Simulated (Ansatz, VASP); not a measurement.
# Fe in VASP and in Ansatz

```
Fe
1.0
    -1.37597    1.37597    1.37597
     1.37597   -1.37597    1.37597
     1.37597    1.37597   -1.37597
Fe
1
Direct
  0.00000 0.00000 0.00000
```

Alike in both runs: task single point; functional LDA; k mesh 20 × 20 × 20; occupations gaussian, width 0.05 eV; collinear spin.

|  | VASP | Ansatz |
| --- | --- | --- |
| version | VASP 6.6.1 | Ansatz 0.2.0 |
| potentials or method | VASP PAW LDA potentials, release 64 (Fe), cutoff 520 eV | scalar-relativistic, plane waves, PAW |
| valence electrons in the cell | 8 | 16 |

Ansatz gave:

| Property | Result |
| --- | --- |
| pressure (GPa) | 0.0 |
| net moment per atom (μB) | 2.02 |
| size of the moment on the site where the two differ most (μB) | 2.02 |

**Question.** Estimate VASP's values.

**Answer.** Pressure (GPa): -1.1; net moment per atom (μB): 1.98; size of the moment on the site where the two differ most (μB): 1.95.

LDA's correlation is that of Perdew and Zunger in VASP and of Perdew and Wang (1992) in Ansatz. Site moments also hang on the region over which each program counts them. VASP's potentials hold 8 valence electrons a cell and Ansatz's 16, so a difference there can come from the potentials and not from the codes.
